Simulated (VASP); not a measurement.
# TaN (Fm-3m) in VASP: notebook

The runs below take TaN through density of states, vibrations by perturbation theory, with PBEsol.

Everything below comes from runs of VASP 6.6.1. Logs are shortened: lines on timing, memory, paths and dates and some standing lists are left out, and cuts for length are marked.

### 1 The cell of the first run

The structure is cubic, space group Fm-3m (No. 225). Conventional cell: a = 4.376 Å, b = 4.376 Å, c = 4.376 Å, α = 90.00°, β = 90.00°, γ = 90.00°. Within 2.9 Å of Ta (site symmetry m-3m) lie 6 N at 2.19 Å. N (site symmetry m-3m) has 6 Ta at 2.19 Å within 2.9 Å.

### 2 Density of states, PBEsol

POSCAR reads:

```
TaN
1.0
    0.0000000000      2.1878447014      2.1878447014
    2.1878447014      0.0000000000      2.1878447014
    2.1878447014      2.1878447014      0.0000000000
Ta N
1 1
Direct
    0.5000000000      0.5000000000      0.5000000000
    0.0000000000      0.0000000000      0.0000000000
```

INCAR.step1 reads:

```
PREC = Accurate
ENCUT = 520
EDIFF = 1E-6
ISMEAR = 0
SIGMA = 0.1
LREAL = F
LASPH = T
NELM = 60
ALGO = Normal
ISIF = 2
LWAVE = F
LCHARG = T
LMAXMIX = 4
GGA = PS
NBANDS = 15
```

KPOINTS.step1 reads:

```
regular mesh
0
Gamma
  16 16 16
```

INCAR.step2 reads:

```
PREC = Accurate
ENCUT = 520
EDIFF = 1E-6
ISMEAR = -5
SIGMA = 0.1
LREAL = F
LASPH = T
NELM = 60
ALGO = Normal
ISIF = 2
LWAVE = F
LCHARG = F
LMAXMIX = 4
GGA = PS
LORBIT = 10
NBANDS = 15
NEDOS = 2001
ICHARG = 11
```

KPOINTS.step2 reads:

```
regular mesh
0
Gamma
  24 24 24
```

Potentials or basis: VASP PAW PBE potentials, release 64 (Ta_pv, N).

Command:

```bash
$ cat potpaw_PBE.64/Ta_pv/POTCAR potpaw_PBE.64/N/POTCAR > POTCAR
$ cp INCAR.step1 INCAR
$ cp KPOINTS.step1 KPOINTS
$ mpirun -np 1 vasp_std > vasp.out
$ cp INCAR.step2 INCAR
$ cp KPOINTS.step2 KPOINTS
$ mpirun -np 1 vasp_std > vasp.out
```

OUTCAR:

```text
PREC = Accurate
   ENCUT = 520
   EDIFF = 1E-6
   ISMEAR = -5
   LREAL = F
   LASPH = T
   NELM = 60
   ISIF = 2
   GGA = PS
   LORBIT = 10
   ICHARG = 11

 ion  position               nearest neighbor table
   1  0.500  0.500  0.500-   2 2.19   2 2.19   2 2.19   2 2.19   2 2.19   2 2.19
   2  0.000  0.000  0.000-   1 2.19   1 2.19   1 2.19   1 2.19   1 2.19   1 2.19

  LATTYP: Found a face centered cubic cell.
 ALAT       =     4.3756894028

  Lattice vectors:

 A1 = (   0.0000000000,   2.1878447014,   2.1878447014)
 A2 = (   2.1878447014,   0.0000000000,   2.1878447014)
 A3 = (   2.1878447014,   2.1878447014,   0.0000000000)

Analysis of symmetry for initial positions (statically):
=====================================================================
 Subroutine PRICEL returns:
 Original cell was already a primitive cell.

 Routine SETGRP: Setting up the symmetry group for a
 face centered cubic supercell.

 Subroutine GETGRP returns: Found 48 space group operations
[... 9 lines left out ...]

 Routine SETGRP: Setting up the symmetry group for a
 face centered cubic supercell.

 Subroutine GETGRP returns: Found 48 space group operations
[... 11 lines left out ...]
                                     Primitive cell

  volume of cell :      20.9450

  direct lattice vectors                    reciprocal lattice vectors
     0.000000000  2.187844701  2.187844701    -0.228535416  0.228535416  0.228535416
     2.187844701  0.000000000  2.187844701     0.228535416 -0.228535416  0.228535416
     2.187844701  2.187844701  0.000000000     0.228535416  0.228535416 -0.228535416

  length of vectors
     3.094079649  3.094079649  3.094079649     0.395834953  0.395834953  0.395834953

  position of ions in fractional coordinates (direct lattice)
     0.500000000  0.500000000  0.500000000
     0.000000000  0.000000000  0.000000000

  ion indices of the primitive-cell ions
   primitive index   ion index
                 1           1
                 2           2

----------------------------------------------------------------------------------------

 KPOINTS: regular mesh

Automatic generation of k-mesh.
 Grid dimensions read from file:
 generate k-points for:   24   24   24

 Generating k-lattice:

  Cartesian coordinates                     Fractional coordinates (reciprocal lattice)
    -0.009522309  0.009522309  0.009522309     0.041666667  0.000000000  0.000000000
     0.009522309 -0.009522309  0.009522309     0.000000000  0.041666667  0.000000000
[... 68 lines left out ...]
   POTIM  = 0.5000    time-step for ionic-motion
   TEBEG  =    0.0;   TEEND  =   0.0 temperature during run
   PSTRESS=    0.0 pullay stress
   NELECT =      16.0000    total number of electrons
   NUPDOWN=      -1.0000    fix difference up-down
   EMIN   =  10.00;   EMAX   =-10.00  energy-range for DOS
   EFERMI =   0.00;   METHOD = LEGACY
   ISMEAR =    -5;   SIGMA  =   0.10  broadening in eV -4-tet -1-fermi 0-gaus
   EFERMI_NEDOS =   21; number of points for ismear=-14 and -15
   IALGO  =     38    algorithm
   IMIX   =      4    mixing-type and parameters
     AMIX     =   0.40;   BMIX     =  1.00
     AMIX_MAG =   1.60;   BMIX_MAG =  1.00
  volume/ion in A,a.u.               =      10.47        70.67
  Fermi-wavevector in a.u.,A,eV,Ry     =   1.496540  2.828051 30.472044  2.239632
  Thomas-Fermi vector in A             =   2.608543
   LORBIT       =     10    0 simple, 1 ext, 2 COOP (PROOUT), +10 PAW based schemes
   GGA     = PS    functional components
   LHFCALC =     F    Hartree Fock is set to
   AEXX    =    0.0000 exact exchange contribution
   IVDW    =     0    specifies the selected vdW correction
   LEPSILON=     F    determine dielectric tensor
   LRPA    =     F    only Hartree local field effects (RPA)
 non-spin polarized calculation
 Fermi weights with tetrahedron method with Bloechl corrections
  energy-cutoff  :      520.00
  volume of cell :       20.94
 maximum number of plane-waves:       588

 number of electron      16.0000001 magnetization

 Free energy of the ion-electron system (eV)
  ---------------------------------------------------
  ext. energy  EPLUGINS =         0.00000000
  ---------------------------------------------------
  free energy    TOTEN  =       -23.21254607 eV

  energy without entropy =      -23.21254607  energy(sigma->0) =      -23.21254607

 E-fermi :   9.5429     XC(G=0): -13.6725

 val. band max:        9.6167934405   @ k =  -0.2500   0.2083   0.0000
 cond. band min:       9.3821168754   @ k =  -0.2500   0.4583   0.2083
 fundamental gap:     -0.2346765651
 Fermi energy:         9.5429447622

 k-point     1 :       0.0000    0.0000    0.0000
  band No.  band energies     occupation
      1     -26.1275      2.00000
      2     -26.1275      2.00000
      3     -26.1275      2.00000
      4      -9.3841      2.00000
      5       5.7107      2.00000
      6       5.7107      2.00000
      7       5.7107      2.00000
      8       7.3771      2.00000
      9       7.3771      2.00000
     10       7.3771      2.00000
     11       9.5779      0.00000
     12       9.5779      0.00000
     13      11.2223      0.00000
     14      18.9302      0.00000
[... 401 lines left out ...]
      2     -26.2195      2.00000
      3     -26.2190      2.00000
      4      -6.3777      2.00000
      5      -0.7498      2.00000
      6       1.9110      2.00000
      7       1.9821      2.00000
      8      10.7402      0.00000
      9      11.4560      0.00000
     10      11.4782      0.00000
     11      13.9491      0.00000
     12      16.7287      0.00000
     13      17.1510      0.00000
     14      21.1763      0.00000
     15      22.0043      0.00000

 [... further k-points ...]
[... 5 lines left out ...]
  --------------------------------------------------------------------------------------
  -------------------------------------------------------------------------------------
  Total        0.1137151      0.1137151      0.1137151     -0.0000000     -0.0000000     -0.0000000
  in kB        8.6986013      8.6986013      8.6986013     -0.0000000     -0.0000000     -0.0000000
  external PRESSURE =       8.6986013 kB  Pullay stress =       0.0000000 kB

 VOLUME and BASIS-vectors are now :
 -----------------------------------------------------------------------------
  energy-cutoff  :      520.00
  volume of cell :       20.94
      direct lattice vectors                 reciprocal lattice vectors
     0.000000000  2.187844701  2.187844701    -0.228535416  0.228535416  0.228535416
     2.187844701  0.000000000  2.187844701     0.228535416 -0.228535416  0.228535416
     2.187844701  2.187844701  0.000000000     0.228535416  0.228535416 -0.228535416

 POSITION                                       TOTAL-FORCE (eV/Angst)
 -----------------------------------------------------------------------------------
      2.18784      2.18784      2.18784         0.000000      0.000000      0.000000
      0.00000      0.00000      0.00000         0.000000      0.000000      0.000000
 -----------------------------------------------------------------------------------
    total drift:                                0.000000     -0.000000     -0.000000

  FREE ENERGIE OF THE ION-ELECTRON SYSTEM (eV)
  ---------------------------------------------------
  free  energy   TOTEN  =       -23.2125460750 eV

  energy  without entropy=      -23.2125460750  energy(sigma->0) =      -23.21254607

 total charge

# of ion       s       p       d       tot
------------------------------------------
    1        0.278   6.232   2.478   8.987
    2        1.223   2.539   0.000   3.762
--------------------------------------------------
tot          1.500   8.771   2.478  12.749
```

OUTCAR.step1:

```text
PREC = Accurate
   ENCUT = 520
   EDIFF = 1E-6
   ISMEAR = 0
   LREAL = F
   LASPH = T
[... 652 lines left out ...]
 -----------------------------------------------------------------------------------
      2.18784      2.18784      2.18784        -0.000000      0.000000      0.000000
      0.00000      0.00000      0.00000         0.000000     -0.000000     -0.000000
 -----------------------------------------------------------------------------------
    total drift:                                0.000000     -0.000000     -0.000000

  FREE ENERGIE OF THE ION-ELECTRON SYSTEM (eV)
  ---------------------------------------------------
  free  energy   TOTEN  =       -23.2111361901 eV

  energy  without entropy=      -23.2055170080  energy(sigma->0) =      -23.20832660
```

OSZICAR.step1:

```text
N       E                     dE             d eps       ncg     rms          rms(c)
DAV:   1     0.856557221307E+02    0.85656E+02   -0.86943E+03  4358   0.113E+03
DAV:   2    -0.234330306439E+02   -0.10909E+03   -0.10296E+03  5463   0.302E+02
DAV:   3    -0.259941634424E+02   -0.25611E+01   -0.25492E+01  4749   0.431E+01
DAV:   4    -0.260035761181E+02   -0.94127E-02   -0.94099E-02  5765   0.280E+00
DAV:   5    -0.260036372463E+02   -0.61128E-04   -0.61127E-04  4805   0.199E-01    0.257E+01
DAV:   6    -0.233176317904E+02    0.26860E+01   -0.48226E+00  5307   0.252E+01    0.108E+01
DAV:   7    -0.232493950376E+02    0.68237E-01   -0.49774E-01  5204   0.567E+00    0.739E+00
DAV:   8    -0.232175035211E+02    0.31892E-01   -0.14888E-01  5001   0.317E+00    0.158E+00
DAV:   9    -0.232113672750E+02    0.61362E-02   -0.19079E-02  4910   0.110E+00    0.409E-01
DAV:  10    -0.232111654419E+02    0.20183E-03   -0.12533E-03  5225   0.387E-01    0.336E-02
DAV:  11    -0.232111364909E+02    0.28951E-04   -0.69961E-05  4917   0.103E-01    0.170E-02
DAV:  12    -0.232111361901E+02    0.30078E-06   -0.45515E-06  4973   0.213E-02
   1 F= -.23211136E+02 E0= -.23208327E+02  d E =-.561918E-02
```

Run time: 34 s. Hardware: 1 thread of Intel Xeon 6975P-C (Granite Rapids), shared host; peak memory 0.24 GiB.

Results:

```yaml
Valence_electrons_inside_the_program's_atomic_spheres: Ta 8.99; N 3.76
```

Caveat: the PAW data sets were made with another functional, which shifts forces and pressure a little; spin-orbit coupling is left out, which moves the levels of the heavy elements; tetrahedron occupations give inexact forces and stress in metals.

### 3 Vibrations by perturbation theory, PBEsol

This run uses another cell than the first one, of 10.16 Å³/atom, 0.970 times its volume.

INCAR reads:

```
SYSTEM = TaN
ALGO     = Normal         ! electronic algorithm
EDIFF    = 1E-8           ! SCF threshold, eV
ENCUT    = 520            ! plane-wave cutoff, eV
GGA      = PS             ! functional
IBRION   = 8              ! ionic algorithm
ISIF     = 2              ! what is computed and relaxed
ISMEAR   = -1             ! smearing method
LASPH    = .True.         ! aspherical terms in the spheres
LCHARG   = .False.        ! write CHGCAR
LREAL    = .False.        ! projectors in reciprocal space
LWAVE    = .False.        ! write WAVECAR
NBANDS   = 15             ! bands
NELM     = 80             ! most SCF steps
NSW      = 1              ! ionic steps
PREC     = Accurate       ! precision mode
SIGMA    = 0.15           ! smearing width, eV
```

KPOINTS reads:

```
k-points
0
Gamma
  16 16 16
  0 0 0
```

POSCAR reads:

```
TaN
1.0
    0.0000000000      2.1655790167      2.1655790167
    2.1655790167      0.0000000000      2.1655790167
    2.1655790167      2.1655790167      0.0000000000
Ta N
1 1
Direct
    0.5000000000      0.5000000000      0.5000000000
    0.0000000000      0.0000000000      0.0000000000
```

Potentials or basis: VASP PAW PBE potentials, release 64 (Ta_pv, N).

Command:

```bash
$ cat potpaw_PBE.64/Ta_pv/POTCAR potpaw_PBE.64/N/POTCAR > POTCAR
$ mpirun -np 1 vasp_std > vasp.out
```

OUTCAR:

```text
SYSTEM = TaN
   EDIFF = 1E-8
   ENCUT = 520
   GGA = PS
   IBRION = 8
   ISIF = 2
   ISMEAR = -1
   LASPH = .True.
   LREAL = .False.
   NELM = 80
   NSW = 1
   PREC = Accurate

 ion  position               nearest neighbor table
   1  0.500  0.500  0.500-   2 2.17   2 2.17   2 2.17   2 2.17   2 2.17   2 2.17
   2  0.000  0.000  0.000-   1 2.17   1 2.17   1 2.17   1 2.17   1 2.17   1 2.17

  LATTYP: Found a face centered cubic cell.
 ALAT       =     4.3311580334

  Lattice vectors:

 A1 = (   0.0000000000,   2.1655790167,   2.1655790167)
 A2 = (   2.1655790167,   0.0000000000,   2.1655790167)
 A3 = (   2.1655790167,   2.1655790167,   0.0000000000)

Analysis of symmetry for initial positions (statically):
=====================================================================
 Subroutine PRICEL returns:
[... 661 lines left out ...]

------------------------ aborting loop because EDIFF is reached ----------------------------------------

 INTERNAL STRAIN TENSOR  FOR ION    2  DIRECTION 1   (eV/Angst):
 -----------------------------------------------------------------------------
     0.05344 -0.00000 -0.00000
    -0.00000 -0.02481 -0.00000
    -0.00000 -0.00000 -0.02481

 INTERNAL STRAIN TENSOR FOR ION    2 for displacements in x,y,z  (eV/Angst):
          X           Y           Z          XY          YZ          ZX
  --------------------------------------------------------------------------------
  x     0.00000     0.00000     0.00000     0.00000     0.00000     0.00000
  y     0.00000     0.00000     0.00000     0.00000     0.00000     0.00000
  z     0.00000     0.00000     0.00000     0.00000     0.00000     0.00000

 SECOND DERIVATIVES (NOT SYMMETRIZED)
 ------------------------------------
               1X          1Y          1Z          2X          2Y          2Z
  1X    -9.777509    0.000000    0.000000    9.777509    0.000000    0.000000
  1Y     0.000000   -9.777509    0.000000    0.000000    9.777509    0.000000
  1Z     0.000000    0.000000   -9.777509    0.000000    0.000000    9.777509
  2X     9.775391    0.000000    0.000000   -9.775391    0.000000    0.000000
  2Y     0.000000    9.775391    0.000000    0.000000   -9.775391    0.000000
  2Z     0.000000    0.000000    9.775391    0.000000    0.000000   -9.775391

 Eigenvectors and eigenvalues of the dynamical matrix
 ----------------------------------------------------

   1 f  =   13.558925 THz    85.193238 2PiTHz  452.277055 cm-1    56.075183 meV
             X         Y         Z           dx          dy          dz
      2.165579  2.165579  2.165579     0.000000    0.268017    0.000000
      0.000000  0.000000  0.000000     0.000000   -0.963414    0.000000
[... 21 lines left out ...]
   6 f/i=    0.000379 THz     0.002383 2PiTHz    0.012651 cm-1     0.001569 meV
             X         Y         Z           dx          dy          dz
      2.165579  2.165579  2.165579     0.000000   -0.963414    0.000000
      0.000000  0.000000  0.000000     0.000000   -0.268017    0.000000

--------------------------------------------------------------------------------------------------------

 ELASTIC MODULI CONTR FROM IONIC RELAXATION (kBar)
 Direction    XX          YY          ZZ          XY          YZ          ZX
 --------------------------------------------------------------------------------
 XX           0.0000      0.0000      0.0000      0.0000      0.0000      0.0000
 YY           0.0000      0.0000      0.0000      0.0000      0.0000      0.0000
 ZZ           0.0000      0.0000      0.0000      0.0000      0.0000      0.0000
 XY           0.0000      0.0000      0.0000      0.0000      0.0000      0.0000
 YZ           0.0000      0.0000      0.0000      0.0000      0.0000      0.0000
 ZX           0.0000      0.0000      0.0000      0.0000      0.0000      0.0000
 --------------------------------------------------------------------------------
```

stdout:

```text
POSCAR found type information on POSCAR TaN
 POSCAR found :  2 types and       2 ions
 scaLAPACK will be used
 -----------------------------------------------------------------------------
|                                                                             |
|                                                                             |
|     You enforced a specific xc type in the INCAR file but a different       |
|     I HOPE YOU KNOW WHAT YOU ARE DOING!                                     |
|                                                                             |
 -----------------------------------------------------------------------------

 LDA part: xc-table for (Slater+PW92), standard interpolation
 POSCAR, INCAR and KPOINTS ok, starting setup
 FFT: planning ... GRIDC
 FFT: planning ... GRID_SOFT
 FFT: planning ... GRID
 WAVECAR not read
 entering main loop
 Linear response reoptimize wavefunctions to high precision
 Linear response DOF=           2
 Linear response progress:
 first order change of Fermi-energy   0.29868E-03
 force on displaced ion       1 direction 1 :  -9.778   0.000   0.000
 Linear response progress:
 first order change of Fermi-energy  -0.70140E-04
 force on displaced ion       2 direction 1 :  -9.775   0.000   0.000
 Linear response finished
```

Run time: 3.5 min. Hardware: 1 thread of Intel Xeon Platinum 8559C (Emerald Rapids), shared host; peak memory 0.36 GiB.

Results:

- Highest phonon frequency at Γ, LO-TO splitting left out: 452 cm⁻¹

Phonon frequencies in cm⁻¹ (negative: imaginary):
```tsv
q point	frequencies
(0.000, 0.000, 0.000)	0 0 0 452 452 452
```

Caveat: the cell wasn't relaxed at this level first, which shifts response properties; the PAW data sets were made with another functional, which shifts forces and pressure a little; spin-orbit coupling is left out, which moves the levels of the heavy elements.

[end of part 1 of 2]
